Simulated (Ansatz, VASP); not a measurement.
## Two plane-wave programs on CsBe2

File INCAR:

```
SYSTEM = CsBe2
ALGO     = Fast           ! electronic algorithm
EDIFF    = 1E-7           ! SCF threshold, eV
EDIFFG   = -0.04          ! ionic threshold
ENCUT    = 600            ! plane-wave cutoff, eV
GGA      = PE             ! functional
IBRION   = 2              ! ionic algorithm
ISIF     = 3              ! what is computed and relaxed
ISMEAR   = 0              ! smearing method
LASPH    = .True.         ! aspherical terms in the spheres
LCHARG   = .False.        ! write CHGCAR
LREAL    = .False.        ! projectors in reciprocal space
LWAVE    = .False.        ! write WAVECAR
NELM     = 100            ! most SCF steps
NSW      = 90             ! ionic steps
PREC     = Accurate       ! precision mode
SIGMA    = 0.1            ! smearing width, eV
```

File KPOINTS:

```
k-points
0
Gamma
  6 6 6
  0 0 0
```

POSCAR

```
CsBe2
1.0
    0.0000000000      3.0958981480      3.0958981480
    3.0958981480      0.0000000000      3.0958981480
    3.0958981480      3.0958981480      0.0000000000
Cs Be
1 2
Direct
    0.0000000000      0.0000000000      0.0000000000
    0.2500000000      0.2500000000      0.2500000000
    0.7500000000      0.7500000000      0.7500000000
```

Input for Ansatz:

```yaml
crystal:
  lattice:
    - [0.0, 3.095898148, 3.095898148]
    - [3.095898148, 0.0, 3.095898148]
    - [3.095898148, 3.095898148, 0.0]
  atoms:
    - { symbol: Cs, position: [0.0, 0.0, 0.0] }
    - { symbol: Be, position: [0.25, 0.25, 0.25] }
    - { symbol: Be, position: [0.75, 0.75, 0.75] }
basis:
  ecutwfc: 420
kpoints:
  mp_grid: { grid: [6, 6, 6] }
hamiltonian:
  xc: pbe
scf:
  occupations: { method: gaussian, width: 0.1 }
  lower_state_search: "off"
output:
  forces: true
  stress: true
  eigenvalues: true
relax:
  adjacent_minimum: "off"
  f_tol: 0.04
  max_steps: 70
  cell: { stress_tol: 0.4 }
```

Alike in both runs: task relaxation of cell and atoms; functional PBE; k mesh 6 × 6 × 6; occupations gaussian, width 0.1 eV; no spin polarisation.

|  | VASP | Ansatz |
| --- | --- | --- |
| version | VASP 6.6.1 | Ansatz 0.2.0 |
| potentials or method | VASP PAW PBE potentials, release 64 (Cs_sv, Be), cutoff 600 eV | scalar-relativistic, plane waves, PAW |
| valence electrons in the cell | 13 | 13 |

```csv
,VASP,Ansatz,Ansatz less VASP
"gap on the k mesh at the Fermi level, each at its own relaxed structure (eV)",none,none,-
relaxed volume (Å³/atom),45.98,45.47,-0.517
relaxed length of the cell vector where the two differ most in proportion (Å),5.800,5.778,-0.0218
```

A gap of «none» marks a metal or a gap that the smearing closes.

Spin-orbit coupling is off throughout. Noted on VASP's run: the volume moved by over 15 % at a fixed basis, so the end points are rough.
